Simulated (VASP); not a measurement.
# Al2Pt (Fm-3m) in VASP: notebook

Runs on Al2Pt. Level: PBE. Tasks: single point, relaxation of cell and atoms.

All numbers are computed with VASP 6.6.1; they aren't measurements. Logs are shortened: lines on timing, memory, paths and dates and some standing lists are left out, and cuts for length are marked.

**1. The cell of the first run**

Symmetry: Fm-3m, No. 225, cubic system. Conventional cell: a = 5.947 Å, b = 5.947 Å, c = 5.947 Å, α = 90.00°, β = 90.00°, γ = 90.00°. Al (site symmetry -43m) has 4 Pt at 2.58 Å and 6 Al at 2.97 Å within 3.4 Å. Within 3.4 Å of Pt (site symmetry m-3m) lie 8 Al at 2.58 Å.

**2. Single point, PBE, collinear spin, zero start**

Contents of INCAR:

```
SYSTEM = Al2Pt
PREC = Accurate
ENCUT = 520
EDIFF = 1E-7
ISMEAR = -1
SIGMA = 0.05
LREAL = .False.
LASPH = .True.
NELM = 150
ALGO = Normal
ISIF = 2
LWAVE = .False.
LCHARG = .True.
ISPIN = 2
MAGMOM = 0 0 0
LORBIT = 11
LMAXMIX = 4
GGA = PE
LELF = .True.
LVHAR = .True.
NBANDS = 19
```

Contents of KPOINTS:

```
Automatic mesh
0
Gamma
  11 11 11
  0 0 0
```

Contents of POSCAR:

```
Al2Pt
1.0
    0.0000000000      2.9735292329      2.9735292329
    2.9735292329      0.0000000000      2.9735292329
    2.9735292329      2.9735292329      0.0000000000
Al Pt
2 1
Direct
    0.2500000000      0.2500000000      0.2500000000
    0.7500000000      0.7500000000      0.7500000000
    0.0000000000      0.0000000000      0.0000000000
```

Potentials or basis: VASP PAW PBE potentials, release 64 (Al, Pt).

Command:

```bash
> cat potpaw_PBE.64/Al/POTCAR potpaw_PBE.64/Pt/POTCAR > POTCAR
> mpirun -np 1 vasp_std > vasp.out
```

OUTCAR:

```text
SYSTEM = Al2Pt
   PREC = Accurate
   ENCUT = 520
   EDIFF = 1E-7
   ISMEAR = -1
   LREAL = .False.
   LASPH = .True.
   NELM = 150
   ISIF = 2
   ISPIN = 2
   LORBIT = 11
   GGA = PE

 ion  position               nearest neighbor table
   1  0.250  0.250  0.250-   3 2.58   3 2.58   3 2.58   3 2.58   2 2.97   2 2.97   2 2.97   2 2.97
                             2 2.97   2 2.97
   2  0.750  0.750  0.750-   3 2.58   3 2.58   3 2.58   3 2.58   1 2.97   1 2.97   1 2.97   1 2.97
                             1 2.97   1 2.97
   3  0.000  0.000  0.000-   1 2.58   2 2.58   2 2.58   2 2.58   2 2.58   1 2.58   1 2.58   1 2.58

  LATTYP: Found a face centered cubic cell.
 ALAT       =     5.9470584658

  Lattice vectors:

 A1 = (   0.0000000000,   2.9735292329,   2.9735292329)
 A2 = (   2.9735292329,   0.0000000000,   2.9735292329)
 A3 = (   2.9735292329,   2.9735292329,   0.0000000000)

Analysis of symmetry for initial positions (statically):
=====================================================================
 Subroutine PRICEL returns:
 Original cell was already a primitive cell.

 Routine SETGRP: Setting up the symmetry group for a
 face centered cubic supercell.

 Subroutine GETGRP returns: Found 48 space group operations
 (whereof 48 operations were pure point group operations)
 out of a pool of 48 trial point group operations.

The static configuration has the point symmetry O_h .

Analysis of symmetry for dynamics (positions and initial velocities):
=====================================================================
 Subroutine PRICEL returns:
 Original cell was already a primitive cell.

 Routine SETGRP: Setting up the symmetry group for a
 face centered cubic supercell.

 Subroutine GETGRP returns: Found 48 space group operations
 (whereof 48 operations were pure point group operations)
 out of a pool of 48 trial point group operations.

The dynamic configuration has the point symmetry O_h .

Analysis of structural, dynamic, and magnetic symmetry:
=====================================================================
 Subroutine PRICEL returns:
 Original cell was already a primitive cell.

 Routine SETGRP: Setting up the symmetry group for a
 face centered cubic supercell.

 Subroutine GETGRP returns: Found 48 space group operations
 (whereof 48 operations were pure point group operations)
 out of a pool of 48 trial point group operations.

The overall configuration has the point symmetry O_h .

 Subroutine INISYM returns: Found 48 space group operations
[... 123 lines left out ...]
   LORBIT       =     11    0 simple, 1 ext, 2 COOP (PROOUT), +10 PAW based schemes
   GGA     = PE    functional components
   LHFCALC =     F    Hartree Fock is set to
   AEXX    =    0.0000 exact exchange contribution
   IVDW    =     0    specifies the selected vdW correction
   LEPSILON=     F    determine dielectric tensor
   LRPA    =     F    only Hartree local field effects (RPA)
 spin polarized calculation
  energy-cutoff  :      520.00
  volume of cell :       52.58
 maximum number of plane-waves:      1429
   NGX = 15   NGY = 15   NGZ = 15

 number of electron      16.0000000 magnetization       0.0000005

 number of electron      16.0000000 magnetization      -0.0000003

 Free energy of the ion-electron system (eV)
  ---------------------------------------------------
  ext. energy  EPLUGINS =         0.00000000
  ---------------------------------------------------
  free energy    TOTEN  =       -16.25607602 eV

  energy without entropy =      -16.24530612  energy(sigma->0) =      -16.25069107

 E-fermi :   7.6627     XC(G=0): -10.6193

 val. band max:        7.6579972489   @ k =  -0.1818   0.1818   0.0000
 cond. band min:       7.6672345225   @ k =   0.4545   0.1818   0.0000
 fundamental gap:      0.0092372736
 Fermi energy:         7.6627135092

 spin component 1

 k-point     1 :       0.0000    0.0000    0.0000
  band No.  band energies     occupation
      1      -2.4163      1.00000
      2       2.7261      1.00000
      3       2.7261      1.00000
      4       2.7261      1.00000
      5       4.0608      1.00000
      6       4.0608      1.00000
[... 517 lines left out ...]
     18      20.6421      0.00000
     19      21.0760      0.00000

 [... further k-points ...]

 spin component 2

 k-point     1 :       0.0000    0.0000    0.0000
  band No.  band energies     occupation
      1      -2.4163      1.00000
      2       2.7261      1.00000
      3       2.7261      1.00000
      4       2.7261      1.00000
      5       4.0608      1.00000
      6       4.0608      1.00000
[... 517 lines left out ...]
     18      20.6421      0.00000
     19      21.0760      0.00000

 [... further k-points ...]

------------------------ aborting loop because EDIFF is reached ----------------------------------------

  FORCE on cell =-STRESS in cart. coord.  units (eV):
  Direction    XX          YY          ZZ          XY          YZ          ZX
  --------------------------------------------------------------------------------------
  -------------------------------------------------------------------------------------
  Total       -0.0588071     -0.0588071     -0.0588071     -0.0000000      0.0000000     -0.0000000
  in kB       -1.7918166     -1.7918166     -1.7918166     -0.0000000      0.0000000     -0.0000000
  external PRESSURE =      -1.7918166 kB  Pullay stress =       0.0000000 kB

 VOLUME and BASIS-vectors are now :
 -----------------------------------------------------------------------------
  energy-cutoff  :      520.00
  volume of cell :       52.58
      direct lattice vectors                 reciprocal lattice vectors
     0.000000000  2.973529233  2.973529233    -0.168150356  0.168150356  0.168150356
     2.973529233  0.000000000  2.973529233     0.168150356 -0.168150356  0.168150356
     2.973529233  2.973529233  0.000000000     0.168150356  0.168150356 -0.168150356

 POSITION                                       TOTAL-FORCE (eV/Angst)
 -----------------------------------------------------------------------------------
      1.48676      1.48676      1.48676        -0.000000     -0.000000      0.000000
      4.46029      4.46029      4.46029         0.000000      0.000000     -0.000000
      0.00000      0.00000      0.00000         0.000000      0.000000      0.000000
 -----------------------------------------------------------------------------------
    total drift:                                0.000000     -0.000000      0.000000

  FREE ENERGIE OF THE ION-ELECTRON SYSTEM (eV)
  ---------------------------------------------------
  free  energy   TOTEN  =       -16.2560760171 eV

  energy  without entropy=      -16.2453061231  energy(sigma->0) =      -16.25069107

 total charge

# of ion       s       p       d       tot
------------------------------------------
    1        0.401   0.355   0.000   0.756
    2        0.401   0.355   0.000   0.756
    3        0.825   0.701   8.151   9.678
--------------------------------------------------
tot          1.627   1.411   8.151  11.189

 magnetization (x)

# of ion       s       p       d       tot
------------------------------------------
    1        0.000   0.000   0.000   0.000
    2        0.000   0.000   0.000   0.000
    3        0.000   0.000  -0.000  -0.000
--------------------------------------------------
tot          0.000   0.000  -0.000   0.000
```

Run time: 34 s. Hardware: 1 thread of Intel Xeon 6975P-C (Granite Rapids), shared host; peak memory 0.25 GiB.

Results:

| Item | Value |
| --- | --- |
| Free energy | -16.2561 eV |
| Pressure | -0.2 GPa |
| Band gap on the k mesh | zero (filled and empty bands overlap) |
| Net moment | 0.00 μB per cell |
| Valence electrons inside the program's atomic spheres | Al 0.76; Pt 9.68 |

Levels at points of the mesh, in eV from the Fermi level:
Spin up:
```csv
k point,band 6,band 7,band 8,band 9,band 10,band 11
"(0.00, 0.00, 0.00)",-3.60,2.83,3.83,3.83,3.83,5.32
```
Spin down:
| k point | band 5 | band 6 | band 7 | band 8 | band 9 | band 10 | band 11 | band 12 |
| --- | --- | --- | --- | --- | --- | --- | --- | --- |
| (0.00, 0.00, 0.00) | -3.60 | -3.60 | 2.83 | 3.83 | 3.83 | 3.83 | 5.32 | 5.32 |

Caveat: spin-orbit coupling is left out, which moves the levels of the heavy elements.

**3. Relaxation of cell and atoms, PBE**

This run uses another cell than the first one, of 17.20 Å³/atom.

Contents of INCAR:

```
SYSTEM = Al2Pt
  PREC = Accurate
  ENCUT = 600
  EDIFF = 1E-6
  ISMEAR = -1
  SIGMA = 0.05
  LREAL = .FALSE.
  LASPH = .TRUE.
  NELM = 60
  ALGO = Normal
  ISIF = 3
  LWAVE = .FALSE.
  LCHARG = .FALSE.
  GGA = PE
  IBRION = 2
  NSW = 70
  EDIFFG = -0.005
```

Contents of KPOINTS:

```
regular mesh
0
G
  11 11 11
  0 0 0
```

Contents of POSCAR:

```
Al2Pt
1.0
    0.0000000000      2.9550000000      2.9550000000
    2.9550000000      0.0000000000      2.9550000000
    2.9550000000      2.9550000000      0.0000000000
Al Pt
2 1
Direct
    0.2500000000      0.2500000000      0.2500000000
    0.7500000000      0.7500000000      0.7500000000
    0.0000000000      0.0000000000      0.0000000000
```

Potentials or basis: VASP PAW PBE potentials, release 64 (Al, Pt).

Command:

```bash
> cat potpaw_PBE.64/Al/POTCAR potpaw_PBE.64/Pt/POTCAR > POTCAR
> mpirun -np 1 vasp_std > vasp.out
```

Wall time 37 s (1 thread of Intel Xeon 6975P-C (Granite Rapids), shared host); peak memory 0.23 GiB.

Results (log left out):

| Item | Value |
| --- | --- |
| Free energy | -16.2560 eV |
| Relaxed volume | 17.51 Å³/atom |
| Relaxed cell | a = 4.204 Å, b = 4.204 Å, c = 4.204 Å, α = 60.00°, β = 60.00°, γ = 60.00° |
| Space group after relaxing (to 0.1 Å) | Fm-3m (No. 225) |
| Energy gained by relaxing | 2.2 meV/atom |
| Ionic steps | 3 |
| Pressure after relaxing | 0.0 GPa |
| Band gap on the k mesh | zero (bands 8 and 9 overlap by 5.28 eV) |

The path:
```csv
step,energy change (eV),largest force (eV/Å),pressure (GPa),volume (Å³)
1,0.0000,0.0000,2.37,51.61
2,0.0010,0.0000,-2.37,53.53
3,-0.0066,0.0000,0.01,52.52
```

Final structure:
```
CELL_PARAMETERS angstrom
0.00000 2.97236 2.97236
2.97236 0.00000 2.97236
2.97236 2.97236 0.00000
ATOMIC_POSITIONS crystal
Al 0.25000 0.25000 0.25000
Al 0.75000 0.75000 0.75000
Pt 0.00000 0.00000 0.00000
```

Levels at points of the mesh, in eV from the Fermi level:
| k point | band 6 | band 7 | band 8 | band 9 | band 10 | band 11 |
| --- | --- | --- | --- | --- | --- | --- |
| (0.00, 0.00, 0.00) | -3.61 | 2.84 | 3.83 | 3.83 | 3.83 | 5.33 |

Caveat: spin-orbit coupling is left out, which moves the levels of the heavy elements.

**4. Relaxation of cell and atoms, PBE**

Contents of INCAR:

```
PREC = Accurate
ENCUT = 600
EDIFF = 1E-6
ISMEAR = -1
SIGMA = 0.05
LREAL = F
LASPH = T
NELM = 100
ALGO = Normal
ISIF = 3
LWAVE = F
LCHARG = F
GGA = PE
IBRION = 2
NSW = 32
EDIFFG = -0.005
```

Contents of KPOINTS:

```
Automatic mesh
0
Gamma
  11 11 11
```

Contents of POSCAR:

```
Al2Pt
1.0
    0.0000000000      2.9735292329      2.9735292329
    2.9735292329      0.0000000000      2.9735292329
    2.9735292329      2.9735292329      0.0000000000
Al Pt
2 1
Direct
    0.2500000000      0.2500000000      0.2500000000
    0.7500000000      0.7500000000      0.7500000000
    0.0000000000      0.0000000000      0.0000000000
```

Command:

```bash
> cat potpaw_PBE.64/Al/POTCAR potpaw_PBE.64/Pt/POTCAR > POTCAR
> mpirun -np 1 vasp_std > vasp.out
```

It took 33 s on 1 thread of Intel Xeon 6975P-C (Granite Rapids), shared host; peak memory 0.23 GiB.

It converged, with:

- Free energy: -16.2561 eV
- Relaxed volume: 17.51 Å³/atom
- Relaxed cell: a = 4.203 Å, b = 4.203 Å, c = 4.203 Å, α = 60.00°, β = 60.00°, γ = 60.00°
- Space group after relaxing (to 0.1 Å): Fm-3m (No. 225)
- Energy gained by relaxing: 0.0 meV/atom
- Ionic steps: 3
- Pressure after relaxing: 0.0 GPa
- Band gap on the k mesh: zero (bands 8 and 9 overlap by 5.28 eV)

Final structure:
```
CELL_PARAMETERS angstrom
0.00000 2.97228 2.97228
2.97228 0.00000 2.97228
2.97228 2.97228 0.00000
ATOMIC_POSITIONS crystal
Al 0.25000 0.25000 0.25000
Al 0.75000 0.75000 0.75000
Pt 0.00000 0.00000 0.00000
```

Levels at points of the mesh, in eV from the Fermi level:
| k point | band 5 | band 6 | band 7 | band 8 | band 9 | band 10 | band 11 | band 12 |
| --- | --- | --- | --- | --- | --- | --- | --- | --- |
| (0.00, 0.00, 0.00) | -3.61 | -3.61 | 2.84 | 3.83 | 3.83 | 3.83 | 5.33 | 5.33 |

Caveat: spin-orbit coupling is left out, which moves the levels of the heavy elements.

(Continued in part 2 of 2.)
